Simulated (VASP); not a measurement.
Wanted: the native input for a VASP 6.6.1 run.

- Task: single point
- Functional: BLYP
- Potentials or basis: VASP PAW PBE potentials, release 64 (B)
- Cutoff: 520 eV
- k mesh: 21 × 21 × 21
- Occupations: fermi-dirac, width 0.1 eV
- Spin: no spin polarisation
- Dipole correction: no
- Further INCAR settings: ALGO = Normal; EDIFF = 1e-06; NBANDS = 8

The structure of B lies in POSCAR:

```
B
1.0
   -1.2031276926      1.2031276926      1.2031276926
    1.2031276926     -1.2031276926      1.2031276926
    1.2031276926      1.2031276926     -1.2031276926
B
1
Direct
    0.0000000000      0.0000000000      0.0000000000
```

This cell differs from its parent crystal: volume scaled by 1.08.

These files were run (other wordings do the same):

INCAR

```
SYSTEM = B
PREC     = Accurate       ! precision mode
ENCUT    = 520            ! plane-wave cutoff, eV
EDIFF    = 1E-6           ! SCF threshold, eV
ISMEAR   = -1             ! smearing method
SIGMA    = 0.1            ! smearing width, eV
LREAL    = .FALSE.        ! projectors in reciprocal space
LASPH    = .TRUE.         ! aspherical terms in the spheres
NELM     = 100            ! most SCF steps
ALGO     = Normal         ! electronic algorithm
ISIF     = 2              ! what is computed and relaxed
LWAVE    = .FALSE.        ! write WAVECAR
LCHARG   = .FALSE.        ! write CHGCAR
GGA      = B5             ! functional
ALDAX    = 1.0          
AGGAX    = 1.0          
AGGAC    = 1.0          
ALDAC    = 0.0          
NBANDS   = 8              ! bands
```

KPOINTS

```
Automatic mesh
0
G
  21 21 21
  0 0 0
```

Potentials or basis: VASP PAW PBE potentials, release 64 (B).

The run is started by

```bash
$ cat potpaw_PBE.64/B/POTCAR > POTCAR
$ mpirun -np 1 vasp_std > vasp.out
```

Results of the run:

The pressure is -11.0 GPa.

Caveat: the PAW data sets were made with another functional, which shifts forces and pressure a little.

Run time: 20 s on 1 thread of AMD EPYC 7R43 64-Core Processor (Zen 3), with other jobs on the host, peak memory 0.08 GiB.
